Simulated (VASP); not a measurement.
# PbSe (F-43m) in VASP: further runs

The runs below take PbSe through single point, with r2SCAN.

Program: VASP 6.6.1. These are calculated values, not measurements. Logs are shortened: lines on timing, memory, paths and dates and some standing lists are left out, and cuts for length are marked.

### 1 The cell of the first run

Symmetry: F-43m, No. 216, cubic system. The conventional cell has a = 6.777 Å, b = 6.777 Å, c = 6.777 Å, α = 90.00°, β = 90.00°, γ = 90.00°. Pb (site symmetry -43m) has 4 Se at 2.93 Å within 3.9 Å. Within 3.9 Å of Se (site symmetry -43m) lie 4 Pb at 2.93 Å.

### 2 Single point, r2SCAN (volume changed by -3%)

File POSCAR:

```
PbSe
1.0
    0.0000000000      3.3886239540      3.3886239540
    3.3886239540      0.0000000000      3.3886239540
    3.3886239540      3.3886239540      0.0000000000
Pb Se
1 1
Direct
    0.0000000000      0.0000000000      0.0000000000
    0.2500000000      0.2500000000      0.2500000000
```

File INCAR.step1:

```
PREC = Accurate
ENCUT = 520
ISMEAR = 0
SIGMA = 0.01
LREAL = False
LASPH = True
NELM = 100
NBANDS = 17
GGA = PE
ALGO = Normal
EDIFF = 1E-4
LWAVE = True
LCHARG = False
```

File INCAR.step2:

```
PREC = Accurate
ENCUT = 520
EDIFF = 1E-7
ISMEAR = 0
SIGMA = 0.01
LREAL = False
LASPH = True
NELM = 100
ALGO = Normal
ISIF = 2
LWAVE = False
LCHARG = False
METAGGA = R2SCAN
LMIXTAU = True
NBANDS = 17
ISTART = 1
```

File KPOINTS:

```
regular mesh
0
Gamma
  6 6 6
```

Potentials or basis: VASP PAW PBE potentials, release 64 (Pb_d, Se).

On the command line:

```sh
cat potpaw_PBE.64/Pb_d/POTCAR potpaw_PBE.64/Se/POTCAR > POTCAR
cp INCAR.step1 INCAR
mpirun -np 1 vasp_std > vasp.out
cp INCAR.step2 INCAR
mpirun -np 1 vasp_std > vasp.out
```

OUTCAR:

```text
PREC = Accurate
   ENCUT = 520
   EDIFF = 1E-7
   ISMEAR = 0
   LREAL = False
   LASPH = True
   NELM = 100
   ISIF = 2
   METAGGA = R2SCAN
   ISTART = 1

 ion  position               nearest neighbor table
   1  0.000  0.000  0.000-   2 2.93   2 2.93   2 2.93   2 2.93
   2  0.250  0.250  0.250-   1 2.93   1 2.93   1 2.93   1 2.93

  LATTYP: Found a face centered cubic cell.
 ALAT       =     6.7772479080

  Lattice vectors:

 A1 = (   0.0000000000,   3.3886239540,   3.3886239540)
 A2 = (   3.3886239540,   0.0000000000,   3.3886239540)
 A3 = (   3.3886239540,   3.3886239540,   0.0000000000)

Analysis of symmetry for initial positions (statically):
=====================================================================
 Subroutine PRICEL returns:
 Original cell was already a primitive cell.

 Routine SETGRP: Setting up the symmetry group for a
 face centered cubic supercell.

 Subroutine GETGRP returns: Found 24 space group operations
 (whereof 24 operations were pure point group operations)
 out of a pool of 48 trial point group operations.

The static configuration has the point symmetry T_d .

Analysis of symmetry for dynamics (positions and initial velocities):
=====================================================================
 Subroutine PRICEL returns:
 Original cell was already a primitive cell.

 Routine SETGRP: Setting up the symmetry group for a
 face centered cubic supercell.

 Subroutine GETGRP returns: Found 24 space group operations
 (whereof 24 operations were pure point group operations)
 out of a pool of 48 trial point group operations.

The dynamic configuration has the point symmetry T_d .

 Subroutine INISYM returns: Found 24 space group operations
 (whereof 24 operations are pure point group operations),
 and found     1 'primitive' translations

----------------------------------------------------------------------------------------

                                     Primitive cell

  volume of cell :      77.8216

  direct lattice vectors                    reciprocal lattice vectors
     0.000000000  3.388623954  3.388623954    -0.147552519  0.147552519  0.147552519
     3.388623954  0.000000000  3.388623954     0.147552519 -0.147552519  0.147552519
     3.388623954  3.388623954  0.000000000     0.147552519  0.147552519 -0.147552519

  length of vectors
     4.792237954  4.792237954  4.792237954     0.255568460  0.255568460  0.255568460

  position of ions in fractional coordinates (direct lattice)
     0.000000000  0.000000000  0.000000000
     0.250000000  0.250000000  0.250000000

  ion indices of the primitive-cell ions
   primitive index   ion index
                 1           1
                 2           2

----------------------------------------------------------------------------------------

 KPOINTS: regular mesh

Automatic generation of k-mesh.
 Grid dimensions read from file:
 generate k-points for:    6    6    6

 Generating k-lattice:

  Cartesian coordinates                     Fractional coordinates (reciprocal lattice)
    -0.024592086  0.024592086  0.024592086     0.166666667  0.000000000  0.000000000
     0.024592086 -0.024592086  0.024592086     0.000000000  0.166666667  0.000000000
     0.024592086  0.024592086 -0.024592086     0.000000000  0.000000000  0.166666667

  Length of vectors
     0.042594743  0.042594743  0.042594743

  Shift w.r.t. Gamma in fractional coordinates (k-lattice)
     0.000000000  0.000000000  0.000000000

 Subroutine IBZKPT returns following result:
 ===========================================

 Found     16 irreducible k-points:

 Following reciprocal coordinates:
            Coordinates               Weight
  0.000000  0.000000  0.000000      1.000000
  0.166667  0.000000  0.000000      8.000000
  0.333333  0.000000  0.000000      8.000000
  0.500000  0.000000  0.000000      4.000000
  0.166667  0.166667  0.000000      6.000000
  0.333333  0.166667  0.000000     24.000000
[... 8 lines left out ...]
 -0.333333  0.333333  0.166667     24.000000
 -0.333333  0.500000  0.166667     12.000000
   k-points           NKPTS =     16   k-points in BZ     NKDIM =     16   number of bands    NBANDS=     17
   number of dos      NEDOS =    301   number of ions     NIONS =      2
   total plane-waves  NPLWV =  46656
   dimension x,y,z NGX =    36 NGY =   36 NGZ =   36
   dimension x,y,z NGXF=    72 NGYF=   72 NGZF=   72
   ions per type =               1   1
   NGX,Y,Z   is equivalent  to a cutoff of  12.49, 12.49, 12.49 a.u.
   NGXF,Y,Z  is equivalent  to a cutoff of  24.98, 24.98, 24.98 a.u.
 SYSTEM =  unknown system
   PREC   = accura    normal or accurate (medium, high low for compatibility)
   ISTART =      1    job   : 0-new  1-cont  2-samecut
   ICHARG =      0    charge: 1-file 2-atom 10-const
   ISPIN  =      1    spin polarized calculation?
   LNONCOLLINEAR =      F non collinear calculations
   LSORBIT =      F    spin-orbit coupling
   LASPH  =      T    aspherical Exc in radial PAW
   ENCUT  =  520.0 eV  38.22 Ry    6.18 a.u.   8.91  8.91  8.91*2*pi/ulx,y,z
   NELM   =    100;   NELMIN=  2; NELMDL=  0     # of ELM steps
   EDIFF  = 0.1E-06   stopping-criterion for ELM
   LREAL  =      F    real-space projection
   EDIFFG = 0.1E-05   stopping-criterion for IOM
   NSW    =      0    number of steps for IOM
   IBRION =     -1    ionic relax: 0-MD 1-quasi-New 2-CG
   NFREE  =      0    steps in history (QN), initial steepest desc. (CG)
   ISIF   =      2    stress and relaxation
   ISYM   =      2    0-nonsym 1-usesym 2-fastsym
   POTIM  = 0.5000    time-step for ionic-motion
   TEBEG  =    0.0;   TEEND  =   0.0 temperature during run
   PSTRESS=    0.0 pullay stress
   NELECT =      20.0000    total number of electrons
   NUPDOWN=      -1.0000    fix difference up-down
   EMIN   =  10.00;   EMAX   =-10.00  energy-range for DOS
   EFERMI =   0.00;   METHOD = LEGACY
   ISMEAR =     0;   SIGMA  =   0.01  broadening in eV -4-tet -1-fermi 0-gaus
   EFERMI_NEDOS =   21; number of points for ismear=-14 and -15
   IALGO  =     38    algorithm
   IMIX   =      4    mixing-type and parameters
     AMIX     =   0.40;   BMIX     =  1.00
     AMIX_MAG =   1.60;   BMIX_MAG =  1.00
  volume/ion in A,a.u.               =      38.91       262.58
  Fermi-wavevector in a.u.,A,eV,Ry     =   1.040842  1.966906 14.739898  1.083352
  Thomas-Fermi vector in A             =   2.175436
   LORBIT       =      0    0 simple, 1 ext, 2 COOP (PROOUT), +10 PAW based schemes
   METAGGA = R2SCAN    functional components
   LHFCALC =     F    Hartree Fock is set to
   AEXX    =    0.0000 exact exchange contribution
   IVDW    =     0    specifies the selected vdW correction
   LEPSILON=     F    determine dielectric tensor
   LRPA    =     F    only Hartree local field effects (RPA)
 non-spin polarized calculation
 Gauss-broadening in eV      SIGMA  =   0.01
  energy-cutoff  :      520.00
  volume of cell :       77.82
 maximum number of plane-waves:      2126
   NGX = 17   NGY = 17   NGZ = 17

 number of electron      20.0000004 magnetization

 Free energy of the ion-electron system (eV)
  ---------------------------------------------------
  ext. energy  EPLUGINS =         0.00000000
  ---------------------------------------------------
  free energy    TOTEN  =       -71.43984502 eV

  energy without entropy =      -71.43984502  energy(sigma->0) =      -71.43984502

 E-fermi :   2.4265     XC(G=0):  -8.3806

 val. band max:        2.2948046820   @ k =  -0.3333   0.5000   0.1667
 cond. band min:       3.1518955543   @ k =   0.5000   0.5000   0.0000
 fundamental gap:      0.8570908723
 Fermi energy:         2.4264819436

 k-point     1 :       0.0000    0.0000    0.0000
  band No.  band energies     occupation
      1     -15.0045      2.00000
      2     -15.0045      2.00000
      3     -15.0045      2.00000
      4     -14.9625      2.00000
      5     -14.9625      2.00000
      6     -11.0863      2.00000
[... 9 lines left out ...]
     16      11.1486      0.00000
     17      11.8430      0.00000

 k-point     2 :       0.1667    0.0000    0.0000
  band No.  band energies     occupation
      1     -15.0134      2.00000
      2     -15.0016      2.00000
      3     -15.0016      2.00000
      4     -14.9623      2.00000
      5     -14.9623      2.00000
      6     -10.9413      2.00000
[... 9 lines left out ...]
     16      10.3296      0.00000
     17      11.1164      0.00000

 k-point     3 :       0.3333    0.0000    0.0000
  band No.  band energies     occupation
      1     -15.0309      2.00000
      2     -14.9967      2.00000
      3     -14.9967      2.00000
      4     -14.9610      2.00000
      5     -14.9610      2.00000
      6     -10.6072      2.00000
[... 9 lines left out ...]
     16      10.4373      0.00000
     17      11.6112      0.00000

 k-point     4 :       0.5000    0.0000    0.0000
  band No.  band energies     occupation
      1     -15.0395      2.00000
      2     -14.9947      2.00000
      3     -14.9947      2.00000
      4     -14.9599      2.00000
      5     -14.9599      2.00000
      6     -10.4089      2.00000
[... 9 lines left out ...]
     16      11.2812      0.00000
     17      11.2812      0.00000
[... 183 lines left out ...]
      1     -15.0457      2.00000
      2     -14.9915      2.00000
      3     -14.9876      2.00000
      4     -14.9653      2.00000
      5     -14.9586      2.00000
      6     -10.3574      2.00000
[... 9 lines left out ...]
     16      11.6555      0.00000
     17      12.6119      0.00000

 k-point    15 :      -0.3333    0.3333    0.1667
  band No.  band energies     occupation
      1     -15.0500      2.00000
      2     -14.9914      2.00000
      3     -14.9850      2.00000
      4     -14.9643      2.00000
      5     -14.9593      2.00000
      6     -10.2109      2.00000
[... 9 lines left out ...]
     16      11.4401      0.00000
     17      12.5472      0.00000

 k-point    16 :      -0.3333    0.5000    0.1667
  band No.  band energies     occupation
      1     -15.0562      2.00000
      2     -14.9878      2.00000
      3     -14.9815      2.00000
      4     -14.9671      2.00000
      5     -14.9577      2.00000
      6     -10.1389      2.00000
[... 9 lines left out ...]
     16      12.2973      0.00000
     17      12.3164      0.00000

------------------------ aborting loop because EDIFF is reached ----------------------------------------

  FORCE on cell =-STRESS in cart. coord.  units (eV):
  Direction    XX          YY          ZZ          XY          YZ          ZX
  --------------------------------------------------------------------------------------
  -------------------------------------------------------------------------------------
  Total        0.5343525      0.5343525      0.5343525     -0.0000000     -0.0000000     -0.0000000
  in kB       11.0011565     11.0011565     11.0011565     -0.0000000     -0.0000000     -0.0000000
  external PRESSURE =      11.0011565 kB  Pullay stress =       0.0000000 kB

 VOLUME and BASIS-vectors are now :
 -----------------------------------------------------------------------------
  energy-cutoff  :      520.00
  volume of cell :       77.82
      direct lattice vectors                 reciprocal lattice vectors
     0.000000000  3.388623954  3.388623954    -0.147552519  0.147552519  0.147552519
     3.388623954  0.000000000  3.388623954     0.147552519 -0.147552519  0.147552519
     3.388623954  3.388623954  0.000000000     0.147552519  0.147552519 -0.147552519

 POSITION                                       TOTAL-FORCE (eV/Angst)
 -----------------------------------------------------------------------------------
      0.00000      0.00000      0.00000        -0.000000     -0.000000     -0.000000
      1.69431      1.69431      1.69431         0.000000      0.000000      0.000000
 -----------------------------------------------------------------------------------
    total drift:                               -0.000000     -0.000000     -0.000000

  FREE ENERGIE OF THE ION-ELECTRON SYSTEM (eV)
  ---------------------------------------------------
  free  energy   TOTEN  =       -71.4398450168 eV

  energy  without entropy=      -71.4398450168  energy(sigma->0) =      -71.43984502
```

It took 2.7 min on 1 thread of AMD EPYC 7R43 (Zen 3), shared host; peak memory 0.18 GiB.

Results:

```yaml
Free_energy: -71.4398 eV
Pressure: 1.1 GPa
Band_gap_on_the_k_mesh: 0.86 eV, indirect (least direct gap 1.30 eV)
```

Caveat: the cell differs from its parent crystal (volume changed by -3%); the PAW data sets were made with another functional, which shifts forces and pressure a little; spin-orbit coupling is left out, which moves the levels of the heavy elements. A k mesh can miss the band edges.

### 3 Single point, r2SCAN

This run uses another cell than the first one, of 40.11 Å³/atom, 1.031 times its volume.

File POSCAR:

```
PbSe
1.0
    0.0000000000      3.4232041378      3.4232041378
    3.4232041378      0.0000000000      3.4232041378
    3.4232041378      3.4232041378      0.0000000000
Pb Se
1 1
Direct
    0.0000000000      0.0000000000      0.0000000000
    0.2500000000      0.2500000000      0.2500000000
```

File INCAR.step1:

```
PREC = Accurate ; ENCUT = 520
ISMEAR = 0 ; SIGMA = 0.01
LREAL = False ; LASPH = True
NELM = 80 ; NBANDS = 17
GGA = PE ; ALGO = Normal
EDIFF = 1E-4 ; LWAVE = True
LCHARG = False
```

File INCAR.step2:

```
PREC = Accurate ; ENCUT = 520
EDIFF = 1E-6 ; ISMEAR = 0
SIGMA = 0.01 ; LREAL = False
LASPH = True ; NELM = 80
ALGO = Normal ; ISIF = 2
LWAVE = False ; LCHARG = False
METAGGA = R2SCAN ; LMIXTAU = True
NBANDS = 17 ; ISTART = 1
```

File KPOINTS:

```
Automatic mesh
0
Gamma
  6 6 6
```

Potentials or basis: VASP PAW PBE potentials, release 64 (Pb_d, Se).

On the command line:

```sh
cat potpaw_PBE.64/Pb_d/POTCAR potpaw_PBE.64/Se/POTCAR > POTCAR
cp INCAR.step1 INCAR
mpirun -np 1 vasp_std > vasp.out
cp INCAR.step2 INCAR
mpirun -np 1 vasp_std > vasp.out
```

Run time: 2.3 min. Hardware: 1 thread of AMD EPYC 7R43 (Zen 3), shared host; peak memory 0.18 GiB.

Results (log left out):

| Property | Result |
| --- | --- |
| Free energy | -71.4484 eV |
| Pressure | 0.0 GPa |
| Band gap on the k mesh | 0.93 eV, indirect (least direct gap 1.34 eV) |

Levels at points of the mesh, in eV from the valence-band top:
```tsv
k point	band 6	band 7	band 8	band 9	band 10	band 11	band 12	band 13	band 14	band 15
(0.00, 0.00, 0.00)	-13.19	-6.33	-1.61	-1.61	-1.61	2.48	2.48	2.48	4.98	8.85
(0.50, 0.00, 0.00)	-12.56	-7.97	-2.14	-2.14	-1.90	3.26	3.26	4.02	6.85	8.34
(0.50, 0.50, 0.00)	-12.31	-8.35	-2.85	-2.85	-0.41	0.93	5.33	5.33	6.35	8.40
```

Caveat: the PAW data sets were made with another functional, which shifts forces and pressure a little; spin-orbit coupling is left out, which moves the levels of the heavy elements. A k mesh can miss the band edges.

[end of part 1 of 2]
